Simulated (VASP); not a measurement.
Runs of VASP 6.6.1 on Ba. The structure is that of space group Pm-3m (No. 221), or close to it. The cells are those of the table. This isn't the form of Ba at room conditions, which is bcc.

```tsv
task	cell	k mesh	pressure (GPa)
relaxation of cell and atoms	relaxed from a = 3.878 Å, 1 atom	7 × 7 × 7	0.0
single point	a = 3.878 Å, 1 atom	7 × 7 × 7	0.2
single point	a = 3.878 Å, 1 atom	6 × 6 × 6	(a)
single point	a = 3.865 Å, 1 atom	7 × 7 × 7	0.3
```

Alike in all rows: level r2SCAN+D3(BJ); potentials or basis VASP PAW PBE potentials, release 64 (Ba_sv); no spin polarisation; cutoff (eV) 550; smearing fermi-dirac 0.05 eV.

Task: Fill in the values left out.

Result: (a) 0.1.

Caveats: the PAW data sets were made with another functional, which shifts forces and pressure a little.
